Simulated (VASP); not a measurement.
A run of VASP 6.6.1 is set up as follows.

File INCAR:

```
SYSTEM = B4Pb5O11
ALGO = Normal ; EDIFF = 1E-6
ENCUT = 520 ; GGA = PE
ISIF = 2 ; ISMEAR = -1
ISYM = 0 ; LASPH = .TRUE.
LCHARG = .FALSE. ; LREAL = Auto
LWAVE = .FALSE. ; NBANDS = 90
NELM = 80 ; PREC = Accurate
SIGMA = 0.2111
```

KPOINTS

```
k-points
0
G
  1 1 1
  0 0 0
```

The input POSCAR:

```
B4Pb5O11
1.0
    6.9609960000     -0.1702740000     -0.2994950000
   -0.1702740000      6.7969110000     -0.0464410000
   -0.2994950000     -0.0464410000      6.9712270000
Pb O B
5 11 4
Direct
    0.6618686852      0.2714320119      0.2826640039
    0.4805370209      0.7260795451      0.4215690144
    0.1308327164      0.2448483992      0.0095684374
    0.8567930787      0.5816710346      0.8417060049
    0.9785061572      0.8592209234      0.5017761981
    0.3781795382      0.3662078792      0.4498658473
    0.2827098079      0.5637182863     -0.0086369566
    0.7874700523      0.2509062727      0.8933039595
    0.8994081671      0.9195612233      0.9384373213
    0.6400496123      0.0780768460      0.6079878944
    0.1661416636      0.6023557685      0.6188915670
    0.2339052749      0.2573586597      0.6800654252
    0.2121259074      0.8741548032      0.1973013175
    0.8009159440      0.7476145942      0.2374776047
    0.5516348564      1.0201261609      1.0137734090
    0.8927379435      0.3427283175      0.5843287267
    0.2468601544      0.7287040186      0.0927734996
    0.7486352540      0.2128754846      0.6854633576
    0.7175004812      0.9527412977      0.9843700492
    0.2754042980      0.4294531123      0.5886693178
```

Potentials or basis: VASP PAW PBE potentials, release 64 (Pb_d, O, B).

Run with:

```bash
$ cat potpaw_PBE.64/Pb_d/POTCAR potpaw_PBE.64/O/POTCAR potpaw_PBE.64/B/POTCAR > POTCAR
$ mpirun -np 1 vasp_gam > vasp.out
```

(1) Predict the largest force.

(2) Predict the pressure.

Answers

(1) 6.508 eV/Å.

(2) 1.4 GPa.

Caveat: the k points lie up to 0.93 Å⁻¹ apart; the atoms stand as in a frame of molecular dynamics.
